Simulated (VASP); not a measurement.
Here is a VASP 6.6.1 calculation.

INCAR

```
SYSTEM = Sb6Au
ALGO = Normal ; EDIFF = 1E-6
ENCUT = 520 ; GGA = PE
ISIF = 2 ; ISMEAR = 0
LASPH = .TRUE. ; LCHARG = .FALSE.
LREAL = .FALSE. ; LWAVE = .FALSE.
NBANDS = 30 ; NELM = 80
PREC = Accurate ; SIGMA = 0.1
```

File KPOINTS:

```
k-points
0
G
  6 6 6
  0 0 0
```

File POSCAR:

```
Sb6Au
1.0
    0.0000000000      5.0470510014      5.0470510014
    5.0470510014      0.0000000000      5.0470510014
    5.0470510014      5.0470510014      0.0000000000
Sb Au
6 1
Direct
    0.7203831600      0.2796168400      0.2796168400
    0.2796168400      0.7203831600      0.7203831600
    0.2796168400      0.7203831600      0.2796168400
    0.7203831600      0.2796168400      0.7203831600
    0.2796168400      0.2796168400      0.7203831600
    0.7203831600      0.7203831600      0.2796168400
    0.0000000000      0.0000000000      0.0000000000
```

Potentials or basis: VASP PAW PBE potentials, release 64 (Sb, Au).

Launch:

```console
$ cat potpaw_PBE.64/Sb/POTCAR potpaw_PBE.64/Au/POTCAR > POTCAR
$ mpirun -np 1 vasp_std > vasp.out
```

Task: What does it give for the band gap on the k mesh?

Result: Zero (an odd number of electrons rules out a gap without spin polarisation).

Task: Predict the pressure.

Result: -0.1 GPa.

Forces in eV/Å, atoms in the order of the input:
```
Sb  -0.013  0.000  0.000
Sb   0.013  0.000  0.000
Sb   0.000 -0.013  0.000
Sb   0.000  0.013  0.000
Sb   0.000  0.000 -0.013
Sb   0.000  0.000  0.013
Au   0.000  0.000  0.000
```

Caveat: the cell differs from its parent crystal (atoms taken out); spin-orbit coupling is left out, which moves the levels of the heavy elements.
